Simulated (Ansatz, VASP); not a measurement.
**One calculation of Au, two programs**

```
CELL_PARAMETERS angstrom
-1.65727 1.65727 1.69870
1.65727 -1.65727 1.69870
1.65727 1.65727 -1.69870
ATOMIC_POSITIONS crystal
Au 0.00000 0.00000 0.00000
```

Change from the starting cell: strain +0.000 along x and y, +0.025 along z, atoms carried along.

Alike in both runs: task single point; functional PBEsol; k mesh 20 × 20 × 20; occupations gaussian, width 0.15 eV; no spin polarisation.

|  | VASP | Ansatz |
| --- | --- | --- |
| version | VASP 6.6.1 | Ansatz 0.2.0 |
| potentials or method | VASP PAW PBE potentials, release 64 (Au), cutoff 520 eV | scalar-relativistic, plane waves, PAW |
| valence electrons in the cell | 11 | 19 |

|  | VASP | Ansatz | Ansatz less VASP |
| --- | --- | --- | --- |
| gap on the k mesh at the Fermi level (eV) | none | none | - |
| pressure (GPa) | -12.2 | -12.0 | +0.18 |
| traceless stress, the component that is largest in VASP (GPa) | 0.10 | 0.10 | -0.005 |

VASP's potentials were made for PBE, not for PBEsol. A gap of «none» marks a metal or a gap that the smearing closes. The functional is the same, so the differences come from potentials, cutoffs and numerics. VASP's potentials hold 11 valence electrons a cell and Ansatz's 19, so a difference there can come from the potentials and not from the codes.

Spin-orbit coupling is off throughout.
